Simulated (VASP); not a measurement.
# GaSb: single point with PBE

GaSb:

```xyz
2
Lattice="0.0000 3.0794 3.0186 3.0794 0.0000 3.0186 3.0794 3.0794 0.0000" Properties=species:S:1:pos:R:3 pbc="T T T"
Ga    0.0000    0.0000    0.0000
Sb    1.5397    1.5397    1.5093
```

```yaml
Program: VASP 6.6.1
Task: single point
Functional: PBE
Potentials_or_basis: VASP PAW PBE potentials, release 64 (Ga_d, Sb)
Cutoff: 520 eV
k_mesh: 6 × 6 × 6
Occupations: fermi-dirac, width 0.02 eV
Spin: no spin polarisation
```

The pressure is 2.5 GPa and the band gap on the k mesh is 0.04 eV, direct.

Stress tensor (GPa, compression positive):
```
2.23 0.00 0.00
0.00 2.23 0.00
0.00 0.00 2.96
```

Levels at points of the mesh, in eV from the valence-band top:
```csv
k point,band 5,band 6,band 7,band 8,band 9,band 10,band 11,band 12,band 13,band 14
"(0.00, 0.00, 0.00)",-15.02,-11.51,-0.07,-0.07,0.00,0.04,2.70,2.76,2.76,5.78
"(0.50, 0.00, 0.00)",-15.02,-9.88,-6.40,-1.26,-1.11,0.36,3.66,3.77,6.44,9.30
"(0.50, 0.50, 0.00)",-15.02,-9.00,-6.79,-2.69,-2.69,0.77,1.14,8.66,8.66,10.07
"(0.50, 0.00, 0.50)",-15.02,-9.08,-6.88,-2.58,-2.56,0.92,1.26,8.62,8.63,9.99
```

Wall time 21 s on 1 thread of Intel(R) Xeon(R) Platinum 8488C (Sapphire Rapids), with other jobs on the host, peak memory 0.18 GiB.

Caveat: spin-orbit coupling is left out, which moves the levels of the heavy elements. A k mesh can miss the band edges.
